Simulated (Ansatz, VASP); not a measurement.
# CaCoC4N4: VASP beside Ansatz

```
CELL_PARAMETERS angstrom
6.27055 0.00000 0.00000
0.00000 6.27055 0.00000
0.00000 0.00000 6.27055
ATOMIC_POSITIONS crystal
Ca 0.50000 0.50000 0.50000
Co 0.00000 0.00000 0.00000
C 0.17668 0.17668 0.17668
C 0.17668 0.82332 0.82332
C 0.82332 0.17668 0.82332
C 0.82332 0.82332 0.17668
N 0.28447 0.28447 0.28447
N 0.28447 0.71553 0.71553
N 0.71553 0.28447 0.71553
N 0.71553 0.71553 0.28447
```

Alike in both runs: functional PBE; k mesh 4 × 4 × 4; occupations gaussian, width 0.1 eV; collinear spin.

Ansatz relaxed the structure, and its values are those at the end. VASP's run is a single point on that final structure, the one shown.

|  | VASP | Ansatz |
| --- | --- | --- |
| version | VASP 6.6.1 | Ansatz 0.2.0 |
| potentials or method | VASP PAW PBE potentials, release 64 (Ca_sv, Co, C, N), cutoff 520 eV | scalar-relativistic, plane waves, PAW |
| valence electrons in the cell | 55 | 63 |

```tsv
	VASP	Ansatz	Ansatz less VASP
gap on the k mesh at the Fermi level (eV)	1.59	1.58	-0.006
least direct gap on the mesh (eV)	1.60	1.59	-0.005
pressure (GPa)	0.7	0.4	-0.39
rms of the force components (eV/Å)	0.172	0.021	-0.1507
net moment per atom (μB)	0.30	0.30	0.000
size of the moment on the site where the two differ most (μB)	2.19	1.95	-0.232
```

Site moments also hang on the region over which each program counts them. One of these differences is far larger than is usual between the two programs; its cause wasn't traced. With one functional, cell and mesh, what is left measures potentials, basis and numerics. VASP's potentials hold 55 valence electrons a cell and Ansatz's 63, so a difference there can come from the potentials and not from the codes.

Noted on VASP's run: the standard files for N, O and F lose accuracy on very short bonds.
